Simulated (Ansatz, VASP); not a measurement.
## Two plane-wave programs on CdF2

```xyz
3
Lattice="0.0000 2.7466 2.5862 2.7466 0.0000 2.5862 2.7466 2.7466 0.0000" Properties=species:S:1:pos:R:3 pbc="T T T"
Cd    0.0000    0.0000    0.0000
F     1.3733    1.3733    1.2931
F     4.1199    4.1199    3.8793
```

Alike in both runs: task single point; functional PBEsol; k mesh 8 × 8 × 8; occupations gaussian, width 0.05 eV; no spin polarisation.

|  | VASP | Ansatz |
| --- | --- | --- |
| version | VASP 6.6.1 | Ansatz 0.2.0 |
| potentials or method | VASP PAW PBE potentials, release 64 (Cd, F), cutoff 520 eV | scalar-relativistic, plane waves, PAW |
| valence electrons in the cell | 26 | 34 |

```tsv
	VASP	Ansatz	Ansatz less VASP
gap on the k mesh at the Fermi level (eV)	2.79	2.82	+0.033
least direct gap on the mesh (eV)	3.31	3.34	+0.032
pressure (GPa)	0.7	0.0	-0.79
traceless stress, the component that is largest in VASP (GPa)	4.49	4.56	+0.071
```

VASP's potentials were made for PBE, not for PBEsol. The functional is the same, so the differences come from potentials, cutoffs and numerics. VASP's potentials hold 26 valence electrons a cell and Ansatz's 34, so a difference there can come from the potentials and not from the codes.
